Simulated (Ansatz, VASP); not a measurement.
## Two plane-wave programs on N

```
CELL_PARAMETERS angstrom
9.00000 0.00000 0.00000
0.00000 9.50000 0.00000
0.00000 0.00000 10.00000
ATOMIC_POSITIONS crystal
N 0.50000 0.50000 0.44500
N 0.50000 0.50000 0.55500
```

Alike in both runs: functional PBEsol; k mesh 1 × 1 × 1; occupations fermi-dirac, width 0.05 eV; no spin polarisation.

Ansatz relaxed the structure, and its values are those at the end. VASP's run is a single point on that final structure, the one shown.

|  | VASP | Ansatz |
| --- | --- | --- |
| version | VASP 6.6.1 | Ansatz 0.2.0 |
| potentials or method | VASP PAW PBE potentials, release 64 (N_h), cutoff 1000 eV | plane waves, PAW |
| valence electrons in the cell | 10 | 10 |

```tsv
	VASP	Ansatz	Ansatz less VASP
rms of the force components (eV/Å)	0.114	0.005	-0.1089
```

VASP's potentials were made for PBE, not for PBEsol. Ansatz's warnings: stress scf threshold loose.
